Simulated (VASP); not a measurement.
# SnO (Fm-3m) in VASP: notebook

The runs below take SnO through single point, with LDA, PBE, PBE+D4.

Program: VASP 6.6.1. These are calculated values, not measurements. Logs are shortened: lines on timing, memory, paths and dates and some standing lists are left out, and cuts for length are marked.

### 1 The cell of the first run

Symmetry: Fm-3m, No. 225, cubic system. The conventional cell has a = 5.074 Å, b = 5.074 Å, c = 5.074 Å, α = 90.00°, β = 90.00°, γ = 90.00°. Within 3.3 Å of Sn (site symmetry m-3m) lie 6 O at 2.54 Å. Within 3.3 Å of O (site symmetry m-3m) lie 6 Sn at 2.54 Å.

### 2 Single point, LDA

The input, INCAR:

```
  ALGO = Normal
  EDIFF = 1E-6
  ENCUT = 600
  GGA = CA
  GGA_COMPAT = F
  ISIF = 2
  ISMEAR = 0
  LASPH = T
  LCHARG = T
  LELF = T
  LREAL = F
  LVHAR = T
  LWAVE = F
  NBANDS = 17
  NELM = 120
  PREC = Accurate
  SIGMA = 0.01
```

The input, KPOINTS:

```
k-points
0
Gamma
  4 4 4
```

The input, POSCAR:

```
SnO
1.0
    0.0000000000      2.5369732561      2.5369732561
    2.5369732561      0.0000000000      2.5369732561
    2.5369732561      2.5369732561      0.0000000000
Sn O
1 1
Direct
    0.0000000000      0.0000000000      0.0000000000
    0.5000000000      0.5000000000      0.5000000000
```

Potentials or basis: VASP PAW LDA potentials, release 64 (Sn_d, O).

Launch:

```
$ cat potpaw_LDA.64/Sn_d/POTCAR potpaw_LDA.64/O/POTCAR > POTCAR
$ mpirun -np 1 vasp_std > vasp.out
```

OUTCAR:

```text
EDIFF = 1E-6
   ENCUT = 600
   GGA = CA
   ISIF = 2
   ISMEAR = 0
   LASPH = T
   LREAL = F
   NELM = 120
   PREC = Accurate

 ion  position               nearest neighbor table
   1  0.000  0.000  0.000-   2 2.54   2 2.54   2 2.54   2 2.54   2 2.54   2 2.54
   2  0.500  0.500  0.500-   1 2.54   1 2.54   1 2.54   1 2.54   1 2.54   1 2.54

  LATTYP: Found a face centered cubic cell.
 ALAT       =     5.0739465122

  Lattice vectors:

 A1 = (   0.0000000000,   2.5369732561,   2.5369732561)
 A2 = (   2.5369732561,   0.0000000000,   2.5369732561)
 A3 = (   2.5369732561,   2.5369732561,   0.0000000000)

Analysis of symmetry for initial positions (statically):
=====================================================================
 Subroutine PRICEL returns:
 Original cell was already a primitive cell.

 Routine SETGRP: Setting up the symmetry group for a
 face centered cubic supercell.

 Subroutine GETGRP returns: Found 48 space group operations
 (whereof 48 operations were pure point group operations)
 out of a pool of 48 trial point group operations.

The static configuration has the point symmetry O_h .

Analysis of symmetry for dynamics (positions and initial velocities):
=====================================================================
 Subroutine PRICEL returns:
 Original cell was already a primitive cell.

 Routine SETGRP: Setting up the symmetry group for a
 face centered cubic supercell.

 Subroutine GETGRP returns: Found 48 space group operations
 (whereof 48 operations were pure point group operations)
 out of a pool of 48 trial point group operations.

The dynamic configuration has the point symmetry O_h .

 Subroutine INISYM returns: Found 48 space group operations
 (whereof 48 operations are pure point group operations),
 and found     1 'primitive' translations

----------------------------------------------------------------------------------------

                                     Primitive cell

  volume of cell :      32.6571

  direct lattice vectors                    reciprocal lattice vectors
     0.000000000  2.536973256  2.536973256    -0.197085247  0.197085247  0.197085247
     2.536973256  0.000000000  2.536973256     0.197085247 -0.197085247  0.197085247
     2.536973256  2.536973256  0.000000000     0.197085247  0.197085247 -0.197085247

  length of vectors
     3.587821986  3.587821986  3.587821986     0.341361661  0.341361661  0.341361661

  position of ions in fractional coordinates (direct lattice)
     0.000000000  0.000000000  0.000000000
     0.500000000  0.500000000  0.500000000

  ion indices of the primitive-cell ions
   primitive index   ion index
                 1           1
                 2           2

----------------------------------------------------------------------------------------

 KPOINTS: k-points

Automatic generation of k-mesh.
 Grid dimensions read from file:
 generate k-points for:    4    4    4

 Generating k-lattice:

  Cartesian coordinates                     Fractional coordinates (reciprocal lattice)
    -0.049271312  0.049271312  0.049271312     0.250000000  0.000000000  0.000000000
     0.049271312 -0.049271312  0.049271312     0.000000000  0.250000000  0.000000000
     0.049271312  0.049271312 -0.049271312     0.000000000  0.000000000  0.250000000

  Length of vectors
     0.085340415  0.085340415  0.085340415

  Shift w.r.t. Gamma in fractional coordinates (k-lattice)
     0.000000000  0.000000000  0.000000000

 Subroutine IBZKPT returns following result:
 ===========================================

 Found      8 irreducible k-points:

 Following reciprocal coordinates:
            Coordinates               Weight
  0.000000  0.000000  0.000000      1.000000
  0.250000  0.000000  0.000000      8.000000
  0.500000  0.000000  0.000000      4.000000
  0.250000  0.250000  0.000000      6.000000
  0.500000  0.250000  0.000000     24.000000
 -0.250000  0.250000  0.000000     12.000000
  0.500000  0.500000  0.000000      3.000000
 -0.250000  0.500000  0.250000      6.000000
   k-points           NKPTS =      8   k-points in BZ     NKDIM =      8   number of bands    NBANDS=     17
   number of dos      NEDOS =    301   number of ions     NIONS =      2
   total plane-waves  NPLWV =  27000
   dimension x,y,z NGX =    30 NGY =   30 NGZ =   30
   dimension x,y,z NGXF=    60 NGYF=   60 NGZF=   60
   ions per type =               1   1
   NGX,Y,Z   is equivalent  to a cutoff of  13.90, 13.90, 13.90 a.u.
   NGXF,Y,Z  is equivalent  to a cutoff of  27.80, 27.80, 27.80 a.u.
 SYSTEM =  unknown system
   PREC   = accura    normal or accurate (medium, high low for compatibility)
   ISTART =      0    job   : 0-new  1-cont  2-samecut
   ICHARG =      2    charge: 1-file 2-atom 10-const
   ISPIN  =      1    spin polarized calculation?
   LNONCOLLINEAR =      F non collinear calculations
   LSORBIT =      F    spin-orbit coupling
   LASPH  =      T    aspherical Exc in radial PAW
   ENCUT  =  600.0 eV  44.10 Ry    6.64 a.u.   7.17  7.17  7.17*2*pi/ulx,y,z
   NELM   =    120;   NELMIN=  2; NELMDL= -5     # of ELM steps
   EDIFF  = 0.1E-05   stopping-criterion for ELM
   LREAL  =      F    real-space projection
   EDIFFG = 0.1E-04   stopping-criterion for IOM
   NSW    =      0    number of steps for IOM
   IBRION =     -1    ionic relax: 0-MD 1-quasi-New 2-CG
   NFREE  =      0    steps in history (QN), initial steepest desc. (CG)
   ISIF   =      2    stress and relaxation
   ISYM   =      2    0-nonsym 1-usesym 2-fastsym
   POTIM  = 0.5000    time-step for ionic-motion
   TEBEG  =    0.0;   TEEND  =   0.0 temperature during run
   PSTRESS=    0.0 pullay stress
   NELECT =      20.0000    total number of electrons
   NUPDOWN=      -1.0000    fix difference up-down
   EMIN   =  10.00;   EMAX   =-10.00  energy-range for DOS
   EFERMI =   0.00;   METHOD = LEGACY
   ISMEAR =     0;   SIGMA  =   0.01  broadening in eV -4-tet -1-fermi 0-gaus
   EFERMI_NEDOS =   21; number of points for ismear=-14 and -15
   IALGO  =     38    algorithm
   IMIX   =      4    mixing-type and parameters
     AMIX     =   0.40;   BMIX     =  1.00
     AMIX_MAG =   1.60;   BMIX_MAG =  1.00
  volume/ion in A,a.u.               =      16.33       110.19
  Fermi-wavevector in a.u.,A,eV,Ry     =   1.390248  2.627188 26.297197  1.932789
  Thomas-Fermi vector in A             =   2.514201
   LORBIT       =      0    0 simple, 1 ext, 2 COOP (PROOUT), +10 PAW based schemes
   GGA     = CA    functional components
   LHFCALC =     F    Hartree Fock is set to
   AEXX    =    0.0000 exact exchange contribution
   IVDW    =     0    specifies the selected vdW correction
   LEPSILON=     F    determine dielectric tensor
   LRPA    =     F    only Hartree local field effects (RPA)
 non-spin polarized calculation
 Gauss-broadening in eV      SIGMA  =   0.01
  energy-cutoff  :      600.00
  volume of cell :       32.66
 maximum number of plane-waves:      1106
 NGX is ok and might be reduce to    30
   NGX = 15   NGY = 15   NGZ = 15

 number of electron      20.0000001 magnetization

 Free energy of the ion-electron system (eV)
  ---------------------------------------------------
  ext. energy  EPLUGINS =         0.00000000
  ---------------------------------------------------
  free energy    TOTEN  =       -11.95708704 eV

  energy without entropy =      -11.95708704  energy(sigma->0) =      -11.95708704

 E-fermi :   7.3182     XC(G=0): -11.2384

 val. band max:        7.2268488751   @ k =  -0.2500   0.2500   0.0000
 cond. band min:       8.2584924456   @ k =   0.5000   0.0000   0.0000
 fundamental gap:      1.0316435706
 Fermi energy:         7.3181933731

 k-point     1 :       0.0000    0.0000    0.0000
  band No.  band energies     occupation
      1     -13.8700      2.00000
      2     -13.8700      2.00000
      3     -13.8700      2.00000
      4     -13.8077      2.00000
      5     -13.8077      2.00000
      6     -10.8835      2.00000
[... 9 lines left out ...]
     16      17.5530      0.00000
     17      17.8279      0.00000

 k-point     2 :       0.2500    0.0000    0.0000
  band No.  band energies     occupation
      1     -13.8679      2.00000
      2     -13.8573      2.00000
      3     -13.8573      2.00000
      4     -13.8041      2.00000
      5     -13.8041      2.00000
      6     -10.5582      2.00000
[... 9 lines left out ...]
     16      19.3108      0.00000
     17      22.7878      0.00000

 k-point     3 :       0.5000    0.0000    0.0000
  band No.  band energies     occupation
      1     -13.8686      2.00000
      2     -13.8686      2.00000
      3     -13.8674      2.00000
      4     -13.7761      2.00000
      5     -13.7761      2.00000
      6     -10.1934      2.00000
[... 9 lines left out ...]
     16      21.5222      0.00000
     17      21.8974      0.00000

 k-point     4 :       0.2500    0.2500    0.0000
  band No.  band energies     occupation
      1     -13.9001      2.00000
      2     -13.8933      2.00000
      3     -13.8207      2.00000
      4     -13.8207      2.00000
      5     -13.7869      2.00000
      6     -10.3792      2.00000
[... 9 lines left out ...]
     16      22.6102      0.00000
     17      23.0221      0.00000

 k-point     5 :       0.5000    0.2500    0.0000
  band No.  band energies     occupation
      1     -13.9533      2.00000
      2     -13.8746      2.00000
      3     -13.8184      2.00000
      4     -13.8066      2.00000
      5     -13.7718      2.00000
      6      -9.9451      2.00000
[... 9 lines left out ...]
     16      22.7201      0.00000
     17      23.2271      0.00000

 k-point     6 :      -0.2500    0.2500    0.0000
  band No.  band energies     occupation
      1     -13.8929      2.00000
      2     -13.8485      2.00000
      3     -13.8272      2.00000
      4     -13.8171      2.00000
      5     -13.8135      2.00000
      6     -10.1352      2.00000
[... 9 lines left out ...]
     16      19.8268      0.00000
     17      23.6095      0.00000

 k-point     7 :       0.5000    0.5000    0.0000
  band No.  band energies     occupation
      1     -14.0601      2.00000
      2     -13.9166      2.00000
      3     -13.7688      2.00000
      4     -13.7688      2.00000
      5     -13.7660      2.00000
      6      -9.6922      2.00000
[... 9 lines left out ...]
     16      25.9858      0.00000
     17      27.1114      0.00000

 k-point     8 :      -0.2500    0.5000    0.2500
  band No.  band energies     occupation
      1     -13.9900      2.00000
      2     -13.8450      2.00000
      3     -13.8450      2.00000
      4     -13.8004      2.00000
      5     -13.7688      2.00000
      6      -9.7549      2.00000
[... 9 lines left out ...]
     16      23.4723      0.00000
     17      24.5664      0.00000

------------------------ aborting loop because EDIFF is reached ----------------------------------------

  FORCE on cell =-STRESS in cart. coord.  units (eV):
  Direction    XX          YY          ZZ          XY          YZ          ZX
  --------------------------------------------------------------------------------------
  -------------------------------------------------------------------------------------
  Total       -1.1141426     -1.1141426     -1.1141426     -0.0000000      0.0000000     -0.0000000
  in kB      -54.6605125    -54.6605125    -54.6605125     -0.0000000      0.0000000     -0.0000000
  external PRESSURE =     -54.6605125 kB  Pullay stress =       0.0000000 kB

 VOLUME and BASIS-vectors are now :
 -----------------------------------------------------------------------------
  energy-cutoff  :      600.00
  volume of cell :       32.66
      direct lattice vectors                 reciprocal lattice vectors
     0.000000000  2.536973256  2.536973256    -0.197085247  0.197085247  0.197085247
     2.536973256  0.000000000  2.536973256     0.197085247 -0.197085247  0.197085247
     2.536973256  2.536973256  0.000000000     0.197085247  0.197085247 -0.197085247

 POSITION                                       TOTAL-FORCE (eV/Angst)
 -----------------------------------------------------------------------------------
      0.00000      0.00000      0.00000         0.000000     -0.000000      0.000000
      2.53697      2.53697      2.53697        -0.000000      0.000000     -0.000000
 -----------------------------------------------------------------------------------
    total drift:                                0.000000      0.000000      0.000000

  FREE ENERGIE OF THE ION-ELECTRON SYSTEM (eV)
  ---------------------------------------------------
  free  energy   TOTEN  =       -11.9570870393 eV

  energy  without entropy=      -11.9570870393  energy(sigma->0) =      -11.95708704
```

Wall time 14 s (1 thread of AMD EPYC 7R13, shared host); peak memory 0.12 GiB.

What came out:

* Free energy: -11.9571 eV
* Pressure: -5.5 GPa
* Band gap on the k mesh: 1.03 eV, indirect (least direct gap 1.33 eV)

Levels at points of the mesh, in eV from the valence-band top:
| k point | band 6 | band 7 | band 8 | band 9 | band 10 | band 11 | band 12 | band 13 | band 14 | band 15 |
| --- | --- | --- | --- | --- | --- | --- | --- | --- | --- | --- |
| (0.00, 0.00, 0.00) | -18.11 | -6.39 | -3.01 | -3.01 | -3.01 | 7.90 | 7.90 | 7.90 | 10.33 | 10.33 |
| (0.50, 0.00, 0.00) | -17.42 | -8.22 | -2.80 | -2.80 | -0.53 | 1.03 | 4.51 | 4.51 | 9.86 | 14.30 |
| (0.50, 0.50, 0.00) | -16.92 | -6.23 | -4.45 | -4.13 | -4.13 | 3.81 | 5.41 | 6.06 | 6.06 | 14.03 |

Caveat: the k points lie up to 0.54 Å⁻¹ apart; spin-orbit coupling is left out, which moves the levels of the heavy elements.

### 3 Single point, PBE

The input, INCAR:

```
ALGO = Normal
EDIFF = 1E-6
ENCUT = 600
GGA = PE
GGA_COMPAT = False
ISIF = 2
ISMEAR = -1
LASPH = True
LCHARG = False
LREAL = False
LWAVE = False
NBANDS = 17
NELM = 120
PREC = Accurate
SIGMA = 0.05
```

The input, KPOINTS:

```
k-points
0
Gamma
  6 6 6
```

POSCAR is that of step 2.

Potentials or basis: VASP PAW PBE potentials, release 64 (Sn_d, O).

Launch:

```
$ cat potpaw_PBE.64/Sn_d/POTCAR potpaw_PBE.64/O/POTCAR > POTCAR
$ mpirun -np 1 vasp_std > vasp.out
```

Wall time 23 s (1 thread of AMD EPYC 7R13, shared host); peak memory 0.14 GiB.

The run converged. Its results:

```
Free energy            : -10.4758 eV
Pressure               : 2.4 GPa
Band gap on the k mesh : 1.05 eV, indirect (least direct gap 1.16 eV)
```

Levels at points of the mesh, in eV from the valence-band top:
```
           k point  band 7  band 8  band 9  band 10  band 11  band 12  band 13  band 14
(0.00, 0.00, 0.00)   -6.43   -3.02   -3.02    -3.02     8.02     8.02     8.02    10.36
(0.50, 0.00, 0.00)   -8.17   -2.82   -2.82    -0.53     1.05     4.61     4.61     9.87
(0.50, 0.50, 0.00)   -6.20   -4.38   -4.12    -4.12     3.83     5.41     6.13     6.13
```

Caveat: spin-orbit coupling is left out, which moves the levels of the heavy elements. A k mesh can miss the band edges.

(Part 1 of 2 ends here.)
